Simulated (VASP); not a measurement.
# Si6C (R-3) in VASP: a series of runs, part 2 of 2

VASP 6.6.1.

## 3. Single point, PBE

This run uses another cell than the first one, of 16.94 Å³/atom.

Contents of INCAR:

```
  PREC = Accurate
  ENCUT = 520
  EDIFF = 1E-6
  ISMEAR = 0
  SIGMA = 0.02
  LREAL = False
  LASPH = True
  NELM = 100
  ALGO = Normal
  ISIF = 2
  LWAVE = False
  LCHARG = False
  GGA = PE
  NBANDS = 41
```

Contents of KPOINTS:

```
Automatic mesh
0
Gamma
  6 6 6
```

Contents of POSCAR:

```
Si6C
1.0
    4.8000856103      2.7713307192      2.9712753347
   -4.8000856103      2.7713307192      2.9712753347
    0.0000000000     -5.5426614385      2.9712753347
Si C
12 2
Direct
    0.3870941659      0.1371570904      0.0127518674
    0.6129058341      0.8628429096      0.9872481326
    0.6169004928      0.7400151846      0.3206390690
    0.3830995072      0.2599848154      0.6793609310
    0.0127518674      0.3870941659      0.1371570904
    0.9872481326      0.6129058341      0.8628429096
    0.3206390690      0.6169004928      0.7400151846
    0.6793609310      0.3830995072      0.2599848154
    0.1371570904      0.0127518674      0.3870941659
    0.8628429096      0.9872481326      0.6129058341
    0.2599848154      0.6793609310      0.3830995072
    0.7400151846      0.3206390690      0.6169004928
    0.9108936235      0.9108936235      0.9108936235
    0.0891063765      0.0891063765      0.0891063765
```

Potentials or basis: VASP PAW PBE potentials, release 64 (Si, C).

Started as:

```console
> cat potpaw_PBE.64/Si/POTCAR potpaw_PBE.64/C/POTCAR > POTCAR
> mpirun -np 1 vasp_std > vasp.out
```

OUTCAR:

```text
PREC = Accurate
   ENCUT = 520
   EDIFF = 1E-6
   ISMEAR = 0
   LREAL = False
   LASPH = True
   NELM = 100
   ISIF = 2
   GGA = PE

 ion  position               nearest neighbor table
   1  0.387  0.137  0.013-  14 2.00   8 2.35   4 2.35   2 2.41
   2  0.613  0.863  0.987-  13 2.00   7 2.35   3 2.35   1 2.41
   3  0.617  0.740  0.321-  11 2.32   8 2.32  10 2.35   2 2.35
   4  0.383  0.260  0.679-  12 2.32   7 2.32   9 2.35   1 2.35
   5  0.013  0.387  0.137-  14 2.00  11 2.35   8 2.35   6 2.41
   6  0.987  0.613  0.863-  13 2.00  12 2.35   7 2.35   5 2.41
   7  0.321  0.617  0.740-   4 2.32  11 2.32   2 2.35   6 2.35
   8  0.679  0.383  0.260-   3 2.32  12 2.32   1 2.35   5 2.35
   9  0.137  0.013  0.387-  14 2.00   4 2.35  11 2.35  10 2.41
  10  0.863  0.987  0.613-  13 2.00   3 2.35  12 2.35   9 2.41
  11  0.260  0.679  0.383-   3 2.32   7 2.32   5 2.35   9 2.35
  12  0.740  0.321  0.617-   4 2.32   8 2.32   6 2.35  10 2.35
  13  0.911  0.911  0.911-  14 1.59   2 2.00   6 2.00  10 2.00
  14  0.089  0.089  0.089-  13 1.59   1 2.00   5 2.00   9 2.00

  LATTYP: Found a trigonal (rhomboedric) cell.
 ALAT       =     6.2888451194
 COS(alpha) =    -0.1651616013

  Lattice vectors:

 A1 = (   4.8000856103,   2.7713307192,   2.9712753347)
 A2 = (  -4.8000856103,   2.7713307192,   2.9712753347)
 A3 = (   0.0000000000,  -5.5426614385,   2.9712753347)

Analysis of symmetry for initial positions (statically):
=====================================================================
 Subroutine PRICEL returns:
 Original cell was already a primitive cell.

 Routine SETGRP: Setting up the symmetry group for a
 trigonal (rhombohedral) supercell.

 Subroutine GETGRP returns: Found  6 space group operations
 (whereof  6 operations were pure point group operations)
 out of a pool of 12 trial point group operations.

The static configuration has the point symmetry S_6 .

[... 168 lines left out ...]
 Gauss-broadening in eV      SIGMA  =   0.02
  energy-cutoff  :      520.00
  volume of cell :      237.15
 maximum number of plane-waves:      6449
   NGX = 23   NGY = 23   NGZ = 23

 number of electron      56.0000003 magnetization

 Free energy of the ion-electron system (eV)
  ---------------------------------------------------
  ext. energy  EPLUGINS =         0.00000000
  ---------------------------------------------------
  free energy    TOTEN  =       -80.77025743 eV

  energy without entropy =      -80.77025743  energy(sigma->0) =      -80.77025743

 E-fermi :   6.7826     XC(G=0):  -9.9358

 val. band max:        6.6916783717   @ k =   0.0000   0.0000   0.0000
 cond. band min:       7.2647514743   @ k =   0.5000   0.5000   0.5000
 fundamental gap:      0.5730731026
 Fermi energy:         6.7826056944

 k-point     1 :       0.0000    0.0000    0.0000
  band No.  band energies     occupation
      1      -7.9935      2.00000
      2      -4.8116      2.00000
      3      -4.4962      2.00000
      4      -2.5405      2.00000
      5      -2.5405      2.00000
      6      -2.5253      2.00000
[... 1021 lines left out ...]
     39      10.3390      0.00000
     40      10.6791      0.00000

 [... further k-points ...]

 [bands above 40 left out]

------------------------ aborting loop because EDIFF is reached ----------------------------------------

  FORCE on cell =-STRESS in cart. coord.  units (eV):
  Direction    XX          YY          ZZ          XY          YZ          ZX
  --------------------------------------------------------------------------------------
  -------------------------------------------------------------------------------------
  Total       -0.0834240     -0.0834240     -0.1005013     -0.0000000      0.0000000      0.0000000
  in kB       -0.5635986     -0.5635986     -0.6789704     -0.0000002      0.0000000      0.0000000
  external PRESSURE =      -0.6020559 kB  Pullay stress =       0.0000000 kB

 VOLUME and BASIS-vectors are now :
 -----------------------------------------------------------------------------
  energy-cutoff  :      520.00
  volume of cell :      237.15
      direct lattice vectors                 reciprocal lattice vectors
     4.800085610  2.771330719  2.971275335     0.104164809  0.060139580  0.112185273
    -4.800085610  2.771330719  2.971275335    -0.104164809  0.060139580  0.112185273
     0.000000000 -5.542661438  2.971275335     0.000000000 -0.120279161  0.112185273

 POSITION                                       TOTAL-FORCE (eV/Angst)
 -----------------------------------------------------------------------------------
      1.19972      1.38219      1.59558        -0.000318      0.007704      0.004562
     -1.19972     -1.38219      7.31824         0.000318     -0.007704     -0.004562
     -0.59096      1.98327      4.98448         0.000959     -0.001871     -0.003103
      0.59096     -1.98327      3.92935        -0.000959      0.001871      0.003103
     -1.79688      0.34789      1.59558        -0.006513     -0.004128      0.004562
      1.79688     -0.34789      7.31824         0.006513      0.004128     -0.004562
     -1.42208     -1.50342      4.98448         0.001140      0.001766     -0.003103
      1.42208      1.50342      3.92935        -0.001140     -0.001766      0.003103
      0.59716     -1.73008      1.59558         0.006831     -0.003576      0.004562
     -0.59716      1.73008      7.31824        -0.006831      0.003576     -0.004562
     -2.01304      0.47985      3.92935         0.002099     -0.000105      0.003103
      2.01304     -0.47985      4.98448        -0.002099      0.000105     -0.003103
      0.00000     -0.00000      8.11955         0.000000      0.000000     -0.015169
      0.00000     -0.00000      0.79428         0.000000     -0.000000      0.015169
 -----------------------------------------------------------------------------------
    total drift:                                0.000000     -0.000000      0.000000

  FREE ENERGIE OF THE ION-ELECTRON SYSTEM (eV)
  ---------------------------------------------------
  free  energy   TOTEN  =       -80.7702574290 eV

  energy  without entropy=      -80.7702574290  energy(sigma->0) =      -80.77025743
```

OSZICAR:

```text
N       E                     dE             d eps       ncg     rms          rms(c)
DAV:   1     0.130043720047E+03    0.13004E+03   -0.22228E+04  3280   0.115E+03
DAV:   2    -0.695939398850E+02   -0.19964E+03   -0.18993E+03  4023   0.172E+02
DAV:   3    -0.833175229850E+02   -0.13724E+02   -0.13513E+02  4208   0.412E+01
DAV:   4    -0.836578703917E+02   -0.34035E+00   -0.33940E+00  4352   0.754E+00
DAV:   5    -0.836648285813E+02   -0.69582E-02   -0.69554E-02  4231   0.107E+00    0.142E+01
DAV:   6    -0.809845324268E+02    0.26803E+01   -0.59671E+00  4666   0.111E+01    0.825E+00
DAV:   7    -0.808327309129E+02    0.15180E+00   -0.29275E+00  3936   0.636E+00    0.370E+00
DAV:   8    -0.807756602930E+02    0.57071E-01   -0.36948E-01  4704   0.276E+00    0.996E-01
DAV:   9    -0.807678674016E+02    0.77929E-02   -0.12141E-01  4543   0.170E+00    0.277E-01
DAV:  10    -0.807702176550E+02   -0.23503E-02   -0.21550E-02  4016   0.542E-01    0.225E-01
DAV:  11    -0.807703444554E+02   -0.12680E-03   -0.42064E-03  4800   0.300E-01    0.846E-02
DAV:  12    -0.807702353267E+02    0.10913E-03   -0.13785E-03  4512   0.171E-01    0.321E-02
DAV:  13    -0.807702580990E+02   -0.22772E-04   -0.27736E-04  4024   0.630E-02    0.137E-02
DAV:  14    -0.807702577056E+02    0.39344E-06   -0.11622E-05  4224   0.142E-02    0.980E-03
DAV:  15    -0.807702574290E+02    0.27656E-06   -0.37038E-06  4102   0.960E-03
   1 F= -.80770257E+02 E0= -.80770257E+02  d E =-.110257E-12
```

stdout:

```text
POSCAR found type information on POSCAR SiC
 POSCAR found :  2 types and      14 ions
 scaLAPACK will be used
 LDA part: xc-table for (Slater+PW92), standard interpolation
 POSCAR, INCAR and KPOINTS ok, starting setup
 FFT: planning ... GRIDC
 FFT: planning ... GRID_SOFT
 FFT: planning ... GRID
 WAVECAR not read
 entering main loop
```

Run time: 8 min. Hardware: 1 thread of Intel Xeon Platinum 8259CL at 2.50GHz (Skylake/Cascade Lake), shared host; peak memory 0.48 GiB.

What came out:

| Property | Result |
| --- | --- |
| Free energy | -80.7703 eV |
| Pressure | -0.1 GPa |
| Largest force | 0.015 eV/Å |
| Band gap on the k mesh | 0.57 eV (least direct gap 1.13 eV) |

Forces on the atoms (eV/Å):
```
Si   0.000  0.008  0.005
Si   0.000 -0.008 -0.005
Si   0.001 -0.002 -0.003
Si  -0.001  0.002  0.003
Si  -0.007 -0.004  0.005
Si   0.007  0.004 -0.005
Si   0.001  0.002 -0.003
Si  -0.001 -0.002  0.003
Si   0.007 -0.004  0.005
Si  -0.007  0.004 -0.005
Si   0.002  0.000  0.003
Si  -0.002  0.000 -0.003
C    0.000  0.000 -0.015
C    0.000  0.000  0.015
```

A k mesh can miss the band edges.

## 4. Relaxation of shape and atoms at fixed volume, PBE (16.43 Å³/atom)

Contents of INCAR:

```
SYSTEM = Si6C
ALGO = Normal ; EDIFF = 1E-7
EDIFFG = -0.01 ; ENCUT = 600
GGA = PE ; IBRION = 2
ISIF = 4 ; ISMEAR = 0
LASPH = .True. ; LCHARG = .False.
LREAL = .False. ; LWAVE = .False.
NELM = 80 ; NSW = 50
PREC = Accurate ; SIGMA = 0.02
```

Contents of KPOINTS:

```
k-points
0
Gamma
  6 6 6
  0 0 0
```

Changes to POSCAR since step 3:

```diff
@@ -2,5 +2,5 @@
 1.0
-    4.8000856103      2.7713307192      2.9712753347
-   -4.8000856103      2.7713307192      2.9712753347
-    0.0000000000     -5.5426614385      2.9712753347
+    4.7515965819      2.7433355656      2.9412604004
+   -4.7515965819      2.7433355656      2.9412604004
+    0.0000000000     -5.4866711313      2.9412604004
 Si C
```

Started as:

```console
> cat potpaw_PBE.64/Si/POTCAR potpaw_PBE.64/C/POTCAR > POTCAR
> mpirun -np 1 vasp_std > vasp.out
```

It took 27 min on 1 thread of Oxide Virtual Turin-like, shared host; peak memory 0.51 GiB.

It converged, with:

```yaml
Free_energy: -80.6997 eV
Energy_gained_by_relaxing: 0.2 meV/atom
Ionic_steps: 8
Pressure_after_relaxing: 3.4 GPa
Largest_force_after_relaxing: 0.007 eV/Å
Band_gap_on_the_k_mesh: 0.57 eV (least direct gap 1.10 eV)
```

Forces in eV/Å, atoms in the order of the input:
```
Si  -0.003  0.007 -0.001
Si   0.003 -0.007  0.001
Si   0.002 -0.003  0.005
Si  -0.002  0.003 -0.005
Si  -0.004 -0.006 -0.001
Si   0.004  0.006  0.001
Si   0.002  0.003  0.005
Si  -0.002 -0.003 -0.005
Si   0.007 -0.001 -0.001
Si  -0.007  0.001  0.001
Si   0.004  0.000 -0.005
Si  -0.004  0.000  0.005
C    0.000  0.000 -0.004
C    0.000  0.000  0.004
```

The path:
```csv
step,energy change (eV),largest force (eV/Å),pressure (GPa),volume (Å³)
1,0.0000,0.0936,3.51,230.04
2,-0.0015,0.0878,3.42,230.04
3,-0.0016,0.0671,3.43,230.04
4,-0.0019,0.0216,3.41,230.04
5,-0.0019,0.0217,3.41,230.04
6,-0.0021,0.0116,3.40,230.04
7,-0.0021,0.0117,3.40,230.04
8,-0.0021,0.0074,3.40,230.04
```

Final structure:
```yaml
crystal:
  lattice:
    - [4.74896, 2.74181, 2.94453]
    - [-4.74896, 2.74181, 2.94453]
    - [0.00000, -5.48363, 2.94453]
  atoms:
    - { symbol: Si, position: [0.38642, 0.13666, 0.01269] }
    - { symbol: Si, position: [0.61358, 0.86334, 0.98731] }
    - { symbol: Si, position: [0.61758, 0.74064, 0.32114] }
    - { symbol: Si, position: [0.38242, 0.25936, 0.67886] }
    - { symbol: Si, position: [0.01269, 0.38642, 0.13666] }
    - { symbol: Si, position: [0.98731, 0.61358, 0.86334] }
    - { symbol: Si, position: [0.32114, 0.61758, 0.74064] }
    - { symbol: Si, position: [0.67886, 0.38242, 0.25936] }
    - { symbol: Si, position: [0.13666, 0.01269, 0.38642] }
    - { symbol: Si, position: [0.86334, 0.98731, 0.61358] }
    - { symbol: Si, position: [0.25936, 0.67886, 0.38242] }
    - { symbol: Si, position: [0.74064, 0.32114, 0.61758] }
    - { symbol: C, position: [0.91078, 0.91078, 0.91078] }
    - { symbol: C, position: [0.08922, 0.08922, 0.08922] }
```

Levels at points of the mesh, in eV from the valence-band top:
```tsv
k point	band 25	band 26	band 27	band 28	band 29	band 30	band 31	band 32
(0.00, 0.00, 0.00)	-2.07	-0.44	0.00	0.00	1.95	1.95	2.10	2.75
(0.50, 0.00, 0.00)	-1.58	-1.26	-0.50	-0.40	1.48	1.62	1.74	2.16
(0.50, 0.50, 0.00)	-1.73	-1.67	-1.28	-0.50	0.60	0.68	1.65	1.81
(0.50, 0.50, 0.50)	-2.13	-1.64	-1.04	-1.04	0.58	1.84	1.84	1.87
```

A k mesh can miss the band edges.

## 5. Relaxation of cell and atoms, PBE

This run uses another cell than the first one, of 16.94 Å³/atom.

Contents of INCAR:

```
SYSTEM = Si6C
  PREC = Accurate
  ENCUT = 600
  EDIFF = 1E-7
  ISMEAR = 0
  SIGMA = 0.02
  LREAL = .FALSE.
  LASPH = .TRUE.
  NELM = 100
  ALGO = Normal
  ISIF = 3
  LWAVE = .FALSE.
  LCHARG = .FALSE.
  GGA = PE
  IBRION = 2
  NSW = 100
  EDIFFG = -0.01
```

Contents of KPOINTS:

```
regular mesh
0
G
  6 6 6
  0 0 0
```

Changes to POSCAR since step 4:

```diff
@@ -2,5 +2,5 @@
 1.0
-    4.7515965819      2.7433355656      2.9412604004
-   -4.7515965819      2.7433355656      2.9412604004
-    0.0000000000     -5.4866711313      2.9412604004
+    4.8000856103      2.7713307192      2.9712753347
+   -4.8000856103      2.7713307192      2.9712753347
+    0.0000000000     -5.5426614385      2.9712753347
 Si C
```

Potentials or basis: VASP PAW PBE potentials, release 64 (Si, C).

Started as:

```console
> cat potpaw_PBE.64/Si/POTCAR potpaw_PBE.64/C/POTCAR > POTCAR
> mpirun -np 1 vasp_std > vasp.out
```

OUTCAR:

```text
SYSTEM = Si6C
   PREC = Accurate
   ENCUT = 600
   EDIFF = 1E-7
   ISMEAR = 0
   LREAL = .FALSE.
   LASPH = .TRUE.
   NELM = 100
   ISIF = 3
   GGA = PE
   IBRION = 2
   NSW = 100
   EDIFFG = -0.01

 ion  position               nearest neighbor table
   1  0.387  0.137  0.013-  14 2.00   8 2.35   4 2.35   2 2.41
   2  0.613  0.863  0.987-  13 2.00   7 2.35   3 2.35   1 2.41
   3  0.617  0.740  0.321-  11 2.32   8 2.32  10 2.35   2 2.35
   4  0.383  0.260  0.679-  12 2.32   7 2.32   9 2.35   1 2.35
   5  0.013  0.387  0.137-  14 2.00  11 2.35   8 2.35   6 2.41
   6  0.987  0.613  0.863-  13 2.00  12 2.35   7 2.35   5 2.41
[... 1236 lines left out ...]
     4.798400126  2.770357605  2.970021063     0.104201398  0.060160705  0.112232650
    -4.798400126  2.770357604  2.970021063    -0.104201398  0.060160705  0.112232650
     0.000000001 -5.540715209  2.970021063     0.000000000 -0.120321410  0.112232650

 POSITION                                       TOTAL-FORCE (eV/Angst)
 -----------------------------------------------------------------------------------
      1.19927      1.38206      1.59512        -0.001358      0.000972      0.001222
     -1.19927     -1.38206      7.31494         0.001358     -0.000972     -0.001222
     -0.59071      1.98248      4.98222         0.000033      0.000061     -0.000118
      0.59071     -1.98248      3.92784        -0.000033     -0.000061      0.000118
     -1.79653      0.34757      1.59512        -0.000163     -0.001662      0.001222
      1.79653     -0.34757      7.31494         0.000163      0.001662     -0.001222
     -1.42153     -1.50281      4.98222        -0.000069     -0.000001     -0.000118
      1.42153      1.50281      3.92784         0.000069      0.000001      0.000118
      0.59727     -1.72963      1.59512         0.001521      0.000690      0.001222
     -0.59727      1.72963      7.31494        -0.001521     -0.000690     -0.001222
     -2.01224      0.47967      3.92784        -0.000036      0.000059      0.000118
      2.01224     -0.47967      4.98222         0.000036     -0.000059     -0.000118
     -0.00000     -0.00000      8.11556         0.000000      0.000000     -0.001930
     -0.00000     -0.00000      0.79450        -0.000000     -0.000000      0.001930
 -----------------------------------------------------------------------------------
    total drift:                               -0.000000     -0.000000      0.000000

  FREE ENERGIE OF THE ION-ELECTRON SYSTEM (eV)
  ---------------------------------------------------
  free  energy   TOTEN  =       -80.7729612070 eV

  energy  without entropy=      -80.7729612070  energy(sigma->0) =      -80.77296121

 reached required accuracy - stopping structural energy minimisation
```

OSZICAR:

```text
N       E                     dE             d eps       ncg     rms          rms(c)
DAV:   1     0.162389190631E+03    0.16239E+03   -0.24452E+04  2880   0.147E+03
[... 20 lines left out ...]
DAV:   2    -0.807729715429E+02    0.21436E-04   -0.14448E-04  3544   0.570E-02    0.275E-02
DAV:   3    -0.807729628227E+02    0.87201E-05   -0.93124E-05  3544   0.421E-02    0.106E-02
DAV:   4    -0.807729601423E+02    0.26804E-05   -0.16867E-05  3540   0.206E-02    0.653E-03
DAV:   5    -0.807729601074E+02    0.34974E-07   -0.10062E-05  3704   0.122E-02    0.326E-03
DAV:   6    -0.807729605406E+02   -0.43320E-06   -0.13105E-06  3260   0.526E-03    0.261E-03
DAV:   7    -0.807729611363E+02   -0.59575E-06   -0.44591E-08  1828   0.105E-03    0.698E-04
DAV:   8    -0.807729612070E+02   -0.70705E-07   -0.73162E-08  1800   0.160E-03
   2 F= -.80772961E+02 E0= -.80772961E+02  d E =-.467672E-04
```

Run time: 20 min. Hardware: 1 thread of Oxide Virtual Turin-like, shared host; peak memory 0.52 GiB.

What came out:

```
Free energy                           : -80.7730 eV
Relaxed volume                        : 16.92 Å³/atom
Relaxed cell                          : a = 6.287 Å, b = 6.287 Å, c = 6.287 Å, α = 99.51°, β = 99.51°, γ = 99.51°
Space group after relaxing (to 0.1 Å) : R-3 (No. 148)
Energy gained by relaxing             : 0.0 meV/atom
Ionic steps                           : 2
Pressure after relaxing               : 0.1 GPa
Band gap on the k mesh                : 0.57 eV (least direct gap 1.13 eV)
```

Forces on the atoms (eV/Å):
```
Si  -0.001  0.001  0.001
Si   0.001 -0.001 -0.001
Si   0.000  0.000  0.000
Si   0.000  0.000  0.000
Si   0.000 -0.002  0.001
Si   0.000  0.002 -0.001
Si   0.000  0.000  0.000
Si   0.000  0.000  0.000
Si   0.002  0.001  0.001
Si  -0.002 -0.001 -0.001
Si   0.000  0.000  0.000
Si   0.000  0.000  0.000
C    0.000  0.000 -0.002
C    0.000  0.000  0.002
```

Final structure:
```cif
data_structure
_symmetry_space_group_name_H-M 'P 1'
_symmetry_Int_Tables_number 1
_cell_length_a 6.2865
_cell_length_b 6.2865
_cell_length_c 6.2865
_cell_angle_alpha 99.509
_cell_angle_beta 99.509
_cell_angle_gamma 99.509
_cell_volume 236.89
loop_
_atom_site_label
_atom_site_type_symbol
_atom_site_fract_x
_atom_site_fract_y
_atom_site_fract_z
_atom_site_occupancy
Si1 Si 0.38714 0.13721 0.01273 1
Si2 Si 0.61286 0.86279 0.98727 1
Si3 Si 0.61688 0.73999 0.32063 1
Si4 Si 0.38312 0.26001 0.67937 1
Si5 Si 0.01273 0.38714 0.13721 1
Si6 Si 0.98727 0.61286 0.86279 1
Si7 Si 0.32063 0.61688 0.73999 1
Si8 Si 0.67937 0.38312 0.26001 1
Si9 Si 0.13721 0.01273 0.38714 1
Si10 Si 0.86279 0.98727 0.61286 1
Si11 Si 0.26001 0.67937 0.38312 1
Si12 Si 0.73999 0.32063 0.61688 1
C1 C 0.91083 0.91083 0.91083 1
C2 C 0.08917 0.08917 0.08917 1
```

## 6. Overview

```tsv
task	cell	cutoff (eV)	gap on the mesh (eV)	pressure (GPa)	largest force (eV/Å)
single point	a = 6.224 Å, angles 99.5°, 14 atoms	520	0.57	3.4	0.02
single point	a = 6.289 Å, angles 99.5°, 14 atoms	520	0.57	-0.1	0.02
relaxation of shape and atoms at fixed volume	relaxed from a = 6.225 Å, angles 99.5°, 14 atoms	600	0.57	3.4	0.01
relaxation of cell and atoms	relaxed from a = 6.289 Å, angles 99.5°, 14 atoms	600	0.57	0.1	-
```

Alike in all rows: level PBE; potentials or basis VASP PAW PBE potentials, release 64 (Si, C); no spin polarisation; k mesh 6 × 6 × 6; smearing gaussian 0.02 eV.

Caveats: the cell stands under pressure (at least some runs).

Total energies depend on the potentials used, so only differences within one code and one set of settings carry meaning.
